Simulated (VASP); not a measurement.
# NaCl (Fm-3m) in VASP: notebook, part 2 of 2

VASP 6.6.1. Earlier steps stand in the parts before.

### 3 Single point, PBEsol

This run uses another cell than the first one, of 21.97 Å³/atom.

INCAR

```
SYSTEM = NaCl
ALGO = Normal ; EDIFF = 1E-6
ENCUT = 500 ; GGA = PS
GGA_COMPAT = .False. ; ISIF = 2
ISMEAR = 0 ; LASPH = .True.
LCHARG = .False. ; LREAL = .False.
LWAVE = .False. ; NBANDS = 14
NELM = 120 ; PREC = Accurate
SIGMA = 0.02
```

KPOINTS

```
k-points
0
Gamma
  8 8 8
  0 0 0
```

POSCAR

```
NaCl
1.0
    0.0000000000      2.8008968234      2.8008968234
    2.8008968234      0.0000000000      2.8008968234
    2.8008968234      2.8008968234      0.0000000000
Na Cl
1 1
Direct
    0.0000000000      0.0000000000      0.0000000000
    0.5000000000      0.5000000000      0.5000000000
```

Potentials or basis: VASP PAW PBE potentials, release 64 (Na_pv, Cl).

Run with:

```console
$ cat potpaw_PBE.64/Na_pv/POTCAR potpaw_PBE.64/Cl/POTCAR > POTCAR
$ mpirun -np 1 vasp_std > vasp.out
```

OUTCAR:

```text
SYSTEM = NaCl
   EDIFF = 1E-6
   ENCUT = 500
   GGA = PS
   ISIF = 2
   ISMEAR = 0
   LASPH = .True.
   LREAL = .False.
   NELM = 120
   PREC = Accurate

 ion  position               nearest neighbor table
   1  0.000  0.000  0.000-
   2  0.500  0.500  0.500-

  LATTYP: Found a face centered cubic cell.
 ALAT       =     5.6017936468

  Lattice vectors:

 A1 = (   0.0000000000,   2.8008968234,   2.8008968234)
 A2 = (   2.8008968234,   0.0000000000,   2.8008968234)
 A3 = (   2.8008968234,   2.8008968234,   0.0000000000)

Analysis of symmetry for initial positions (statically):
=====================================================================
 Subroutine PRICEL returns:
 Original cell was already a primitive cell.

 Routine SETGRP: Setting up the symmetry group for a
 face centered cubic supercell.

 Subroutine GETGRP returns: Found 48 space group operations
 (whereof 48 operations were pure point group operations)
 out of a pool of 48 trial point group operations.

The static configuration has the point symmetry O_h .

Analysis of symmetry for dynamics (positions and initial velocities):
=====================================================================
 Subroutine PRICEL returns:
 Original cell was already a primitive cell.

 Routine SETGRP: Setting up the symmetry group for a
 face centered cubic supercell.

 Subroutine GETGRP returns: Found 48 space group operations
 (whereof 48 operations were pure point group operations)
 out of a pool of 48 trial point group operations.

The dynamic configuration has the point symmetry O_h .

 Subroutine INISYM returns: Found 48 space group operations
 (whereof 48 operations are pure point group operations),
 and found     1 'primitive' translations

----------------------------------------------------------------------------------------
[... 115 lines left out ...]
  Fermi-wavevector in a.u.,A,eV,Ry     =   1.118091  2.112885 17.009010  1.250127
  Thomas-Fermi vector in A             =   2.254719
   LORBIT       =      0    0 simple, 1 ext, 2 COOP (PROOUT), +10 PAW based schemes
   GGA     = PS    functional components
   LHFCALC =     F    Hartree Fock is set to
   AEXX    =    0.0000 exact exchange contribution
   IVDW    =     0    specifies the selected vdW correction
   LEPSILON=     F    determine dielectric tensor
   LRPA    =     F    only Hartree local field effects (RPA)
 non-spin polarized calculation
 Gauss-broadening in eV      SIGMA  =   0.02
  energy-cutoff  :      500.00
  volume of cell :       43.95
 maximum number of plane-waves:      1139
 NGX is ok and might be reduce to    30
   NGX = 15   NGY = 15   NGZ = 15

 number of electron      14.0000004 magnetization

 Free energy of the ion-electron system (eV)
  ---------------------------------------------------
  ext. energy  EPLUGINS =         0.00000000
  ---------------------------------------------------
  free energy    TOTEN  =        -6.99821299 eV

  energy without entropy =       -6.99821299  energy(sigma->0) =       -6.99821299

 E-fermi :  -0.5587     XC(G=0):  -8.4238

 val. band max:       -0.6660013797   @ k =   0.0000   0.0000   0.0000
 cond. band min:       4.3407046185   @ k =   0.0000   0.0000   0.0000
 fundamental gap:      5.0067059982
 Fermi energy:        -0.5586932643

 k-point     1 :       0.0000    0.0000    0.0000
  band No.  band energies     occupation
      1     -21.2798      2.00000
      2     -21.2798      2.00000
      3     -21.2798      2.00000
      4     -13.3579      2.00000
      5      -0.6660      2.00000
      6      -0.6660      2.00000
      7      -0.6660      2.00000
      8       4.3407      0.00000
      9      10.3506      0.00000
     10      10.3506      0.00000
     11      10.3506      0.00000
     12      12.5984      0.00000
     13      12.5984      0.00000
     14      14.0050      0.00000
[... 377 lines left out ...]
      1     -21.3068      2.00000
      2     -21.2890      2.00000
      3     -21.2847      2.00000
      4     -12.9560      2.00000
      5      -2.4140      2.00000
      6      -1.4781      2.00000
      7      -1.1030      2.00000
      8       7.5311      0.00000
      9       8.8756      0.00000
     10       9.5123      0.00000
     11      11.0317      0.00000
     12      13.6611      0.00000
     13      14.9768      0.00000
     14      16.0573      0.00000

 [... further k-points ...]
[... 5 lines left out ...]
  --------------------------------------------------------------------------------------
  -------------------------------------------------------------------------------------
  Total        0.0000341      0.0000341      0.0000341      0.0000000     -0.0000000     -0.0000000
  in kB        0.0012431      0.0012431      0.0012431      0.0000000     -0.0000000     -0.0000000
  external PRESSURE =       0.0012431 kB  Pullay stress =       0.0000000 kB

 VOLUME and BASIS-vectors are now :
 -----------------------------------------------------------------------------
  energy-cutoff  :      500.00
  volume of cell :       43.95
      direct lattice vectors                 reciprocal lattice vectors
     0.000000000  2.800896823  2.800896823    -0.178514252  0.178514252  0.178514252
     2.800896823  0.000000000  2.800896823     0.178514252 -0.178514252  0.178514252
     2.800896823  2.800896823  0.000000000     0.178514252  0.178514252 -0.178514252

 POSITION                                       TOTAL-FORCE (eV/Angst)
 -----------------------------------------------------------------------------------
      0.00000      0.00000      0.00000         0.000000      0.000000      0.000000
      2.80090      2.80090      2.80090        -0.000000     -0.000000     -0.000000
 -----------------------------------------------------------------------------------
    total drift:                               -0.000000      0.000000      0.000000

  FREE ENERGIE OF THE ION-ELECTRON SYSTEM (eV)
  ---------------------------------------------------
  free  energy   TOTEN  =        -6.9982129927 eV

  energy  without entropy=       -6.9982129927  energy(sigma->0) =       -6.99821299
```

Run time: 24 s. Hardware: 1 thread of Intel Xeon 8259CL, shared host; peak memory 0.16 GiB.

Results:

* Free energy: -6.9982 eV
* Pressure: 0.0 GPa
* Band gap on the k mesh: 5.01 eV

Levels at points of the mesh, in eV from the valence-band top:
| k point | band 4 | band 5 | band 6 | band 7 | band 8 | band 9 | band 10 | band 11 |
| --- | --- | --- | --- | --- | --- | --- | --- | --- |
| (0.00, 0.00, 0.00) | -12.69 | 0.00 | 0.00 | 0.00 | 5.01 | 11.02 | 11.02 | 11.02 |
| (0.50, 0.00, 0.00) | -12.32 | -2.04 | -0.28 | -0.28 | 7.11 | 10.66 | 10.91 | 10.91 |
| (0.50, 0.50, 0.00) | -12.27 | -1.76 | -0.63 | -0.63 | 7.49 | 7.87 | 11.27 | 14.80 |

Caveat: the PAW data sets were made with another functional, which shifts forces and pressure a little.

### 4 Relaxation of cell and atoms, PBEsol

INCAR

```
SYSTEM = NaCl
  PREC = Accurate
  ENCUT = 500
  EDIFF = 1E-7
  ISMEAR = 0
  SIGMA = 0.02
  LREAL = .False.
  LASPH = .True.
  NELM = 120
  ALGO = Normal
  ISIF = 3
  LWAVE = .False.
  LCHARG = .False.
  GGA = PS
  IBRION = 2
  NSW = 100
  EDIFFG = -0.002
  GGA_COMPAT = .False.
  NELMIN = 4
```

KPOINTS

```
regular mesh
0
Gamma
  8 8 8
  0 0 0
```

POSCAR

```
NaCl
1.0
    0.0000000000      2.8434500000      2.8434500000
    2.8434500000      0.0000000000      2.8434500000
    2.8434500000      2.8434500000      0.0000000000
Na Cl
1 1
Direct
    0.0000000000      0.0000000000      0.0000000000
    0.5000000000      0.5000000000      0.5000000000
```

Run with:

```console
$ cat potpaw_PBE.64/Na_pv/POTCAR potpaw_PBE.64/Cl/POTCAR > POTCAR
$ mpirun -np 1 vasp_std > vasp.out
```

It took 56 s on 1 thread of Intel Xeon 8259CL, shared host; peak memory 0.17 GiB.

Results (log left out):

- Free energy: -6.9990 eV
- Relaxed volume: 21.99 Å³/atom
- Relaxed cell: a = 3.962 Å, b = 3.962 Å, c = 3.962 Å, α = 60.00°, β = 60.00°, γ = 60.00°
- Space group after relaxing (to 0.1 Å): Fm-3m (No. 225)
- Energy gained by relaxing: 3.5 meV/atom
- Ionic steps: 4
- Pressure after relaxing: 0.0 GPa
- Band gap on the k mesh: 5.01 eV

The path:
```csv
step,energy change (eV),largest force (eV/Å),pressure (GPa),volume (Å³)
1,0.0000,0.0000,-1.06,45.98
2,-0.0051,0.0000,-0.56,44.97
3,-0.0069,0.0000,-0.03,44.03
4,-0.0069,0.0000,0.01,43.97
```

Final structure:
```cif
data_structure
_symmetry_space_group_name_H-M 'P 1'
_symmetry_Int_Tables_number 1
_cell_length_a 3.9618
_cell_length_b 3.9618
_cell_length_c 3.9618
_cell_angle_alpha 60.000
_cell_angle_beta 60.000
_cell_angle_gamma 60.000
_cell_volume 43.97
loop_
_atom_site_label
_atom_site_type_symbol
_atom_site_fract_x
_atom_site_fract_y
_atom_site_fract_z
_atom_site_occupancy
Na1 Na 0.00000 0.00000 0.00000 1
Cl1 Cl 0.50000 0.50000 0.50000 1
```

Levels at points of the mesh, in eV from the valence-band top:
```tsv
k point	band 3	band 4	band 5	band 6	band 7	band 8	band 9	band 10	band 11
(0.00, 0.00, 0.00)	-20.61	-12.69	0.00	0.00	0.00	5.01	11.02	11.02	11.02
(0.50, 0.00, 0.00)	-20.62	-12.32	-2.03	-0.28	-0.28	7.11	10.66	10.91	10.91
(0.50, 0.50, 0.00)	-20.62	-12.27	-1.76	-0.63	-0.63	7.49	7.87	11.27	14.79
```

Caveat: the PAW data sets were made with another functional, which shifts forces and pressure a little. A hybrid or GW would open this gap; PBEsol tends to underestimate it.

### 5 Overview

```tsv
task	cell	k mesh	smearing	gap on the mesh (eV)	pressure (GPa)
single point	a = 4.021 Å, angles 60.0°, 2 atoms	6 × 6 × 6	gaussian 0.1 eV	4.84	-1.1
single point	a = 3.961 Å, angles 60.0°, 2 atoms	8 × 8 × 8	gaussian 0.02 eV	5.01	0.0
relaxation of cell and atoms	relaxed from a = 4.021 Å, angles 60.0°, 2 atoms	8 × 8 × 8	gaussian 0.02 eV	5.01	0.0
```

Alike in all rows: level PBEsol; potentials or basis VASP PAW PBE potentials, release 64 (Na_pv, Cl); no spin polarisation; cutoff (eV) 500.

Caveats: the PAW data sets were made with another functional, which shifts forces and pressure a little.

Total energies depend on the potentials used, so only differences within one code and one set of settings carry meaning.
